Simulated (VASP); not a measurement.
## Cr: relaxation of cell and atoms with r2SCAN

Cr:

```
CELL_PARAMETERS angstrom
2.56926 0.00000 0.00000
-1.28463 2.22504 0.00000
0.00000 0.00000 4.19560
ATOMIC_POSITIONS crystal
Cr 0.33333 0.66667 0.25000
Cr 0.66667 0.33333 0.75000
```

This isn't the form of Cr at room conditions, which is bcc.

* Program: VASP 6.6.1
* Task: relaxation of cell and atoms
* Functional: r2SCAN
* Potentials or basis: VASP PAW PBE potentials, release 64 (Cr_pv)
* Cutoff: 600 eV
* k mesh: 14 × 14 × 8
* Occupations: fermi-dirac, width 0.05 eV
* Spin: collinear spin, antiferromagnetic start
* Starting moments: [1.5, -1.5] μB
* Dipole correction: no
* Further INCAR settings: ALGO = Normal; EDIFF = 1e-06; IBRION = 2; EDIFFG = -0.01; NSW = 80; ISIF = 3

| Property | Result |
| --- | --- |
| Relaxed volume | 11.71 Å³/atom |
| Relaxed cell | a = 2.459 Å, b = 2.459 Å, c = 4.474 Å, α = 90.00°, β = 90.00°, γ = 120.00° |
| Space group after relaxing (to 0.1 Å) | P6_3/mmc (No. 194) |
| Energy gained by relaxing | 86.9 meV/atom |
| Ionic steps | 9 |
| Pressure after relaxing | 0.0 GPa |
| Band gap on the k mesh | zero (filled and empty bands overlap) |
| Net moment | 0.00 μB per cell |
| Valence electrons inside the program's atomic spheres | Cr 11.29 |

Stress tensor (GPa, compression positive):
```
-0.10  0.00  0.00
 0.00 -0.10  0.00
 0.00  0.00  0.12
```

The path:
```csv
step,energy change (eV),largest force (eV/Å),pressure (GPa),volume (Å³)
1,0.0000,0.0000,-6.66,23.99
2,-0.1070,0.0000,13.65,22.26
3,-0.1120,0.0000,10.19,22.50
4,-0.1552,0.0000,7.71,22.80
5,-0.1571,0.0000,7.98,22.76
6,-0.1721,0.0000,-2.08,23.62
7,-0.1737,0.0000,0.17,23.41
8,-0.1737,0.0000,0.01,23.42
9,-0.1737,0.0000,-0.02,23.43
```

Final structure:
```cif
data_structure
_symmetry_space_group_name_H-M 'P 1'
_symmetry_Int_Tables_number 1
_cell_length_a 2.4587
_cell_length_b 2.4587
_cell_length_c 4.4745
_cell_angle_alpha 90.000
_cell_angle_beta 90.000
_cell_angle_gamma 120.000
_cell_volume 23.43
loop_
_atom_site_label
_atom_site_type_symbol
_atom_site_fract_x
_atom_site_fract_y
_atom_site_fract_z
_atom_site_occupancy
Cr1 Cr 0.33333 0.66667 0.25000 1
Cr2 Cr 0.66667 0.33333 0.75000 1
```

Levels at points of the mesh, in eV from the Fermi level:
Spin up:
```tsv
k point	band 9	band 10	band 11	band 12	band 13	band 14	band 15	band 16
(0.00, 0.00, 0.00)	-1.57	-0.72	-0.40	-0.40	-0.07	-0.07	1.33	1.33
(0.50, 0.00, 0.00)	-3.63	-1.04	-0.76	-0.49	0.04	2.48	3.01	3.12
(0.00, 0.00, 0.50)	-1.98	-1.98	-0.35	-0.35	-0.35	-0.35	2.01	2.01
(0.50, 0.00, 0.50)	-2.74	-2.74	1.13	1.13	1.20	1.20	3.07	3.07
```
Spin down:
| k point | band 10 | band 11 | band 12 | band 13 | band 14 | band 15 |
| --- | --- | --- | --- | --- | --- | --- |
| (0.00, 0.00, 0.00) | -0.72 | -0.40 | -0.40 | -0.07 | -0.07 | 1.33 |
| (0.50, 0.00, 0.00) | -1.04 | -0.76 | -0.49 | 0.04 | 2.48 | 3.01 |
| (0.00, 0.00, 0.50) | -1.98 | -0.35 | -0.35 | -0.35 | -0.35 | 2.01 |
| (0.50, 0.00, 0.50) | -2.74 | 1.13 | 1.13 | 1.20 | 1.20 | 3.07 |

It took 36 min on 1 thread of Oxide Virtual Turin-like Processor (shared host), peak memory 0.22 GiB.

Caveat: the moments typed at the start vanished in this run; the PAW data sets were made with another functional, which shifts forces and pressure a little.
